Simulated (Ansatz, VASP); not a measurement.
Two plane-wave programs on Te

File INCAR:

```
SYSTEM = Te
  PREC = Accurate
  ENCUT = 520
  EDIFF = 1E-6
  ISMEAR = -1
  SIGMA = 0.05
  LREAL = .False.
  LASPH = .True.
  NELM = 100
  ALGO = Normal
  ISIF = 2
  LWAVE = .False.
  LCHARG = .False.
  GGA = PS
  NBANDS = 9
```

Contents of KPOINTS:

```
Automatic mesh
0
Gamma
  9 9 9
  0 0 0
```

Contents of POSCAR:

```
Te
1.0
    2.2588318621      1.3041371837      1.6564347588
   -2.2588318621      1.3041371837      1.6564347588
    0.0000000000     -2.6082743673      1.6564347588
Te
1
Direct
    0.5000000000      0.5000000000      0.5000000000
```

Contents of input.yaml:

```yaml
crystal:
  lattice:
    - [2.2588318621, 1.3041371837, 1.6564347588]
    - [-2.2588318621, 1.3041371837, 1.6564347588]
    - [0.0, -2.6082743673, 1.6564347588]
  atoms:
    - { symbol: Te, position: [0.5, 0.5, 0.5] }
hamiltonian:
  xc: pbesol
  pseudopotentials: { kind: paw }
kpoints:
  mp_grid: { grid: [9, 9, 9] }
scf:
  occupations: { method: fermi_dirac, width: 0.05 }
output:
  forces: true
  stress: true
  eigenvalues: true
  write_density: true
  write_potential: true
  elf: true
  volumetric_format: npy
```

Alike in both runs: task single point; functional PBEsol; k mesh 9 × 9 × 9; occupations fermi-dirac, width 0.05 eV; no spin polarisation.

```csv
,VASP,Ansatz
version,VASP 6.6.1,Ansatz 0.2.0
potentials or method,"VASP PAW PBE potentials, release 64 (Te)",Ansatz PAW
plane-wave cutoff (eV),520,420
valence electrons in the cell,6,16
```

Ansatz gave:

- gap on the k mesh at the Fermi level (eV): none
- pressure (GPa): 4.0
- traceless stress, the component that is largest in VASP (GPa): -0.60

Estimate VASP's values.

gap on the k mesh at the Fermi level (eV): none; pressure (GPa): 4.0; traceless stress, the component that is largest in VASP (GPa): -0.63.

VASP's potentials were made for PBE, not for PBEsol. A gap of «none» marks a metal or a gap that the smearing closes. The functional is the same, so the differences come from potentials, cutoffs and numerics. VASP's potentials hold 6 valence electrons a cell and Ansatz's 16, so a difference there can come from the potentials and not from the codes.

Neither program's run includes spin-orbit coupling.
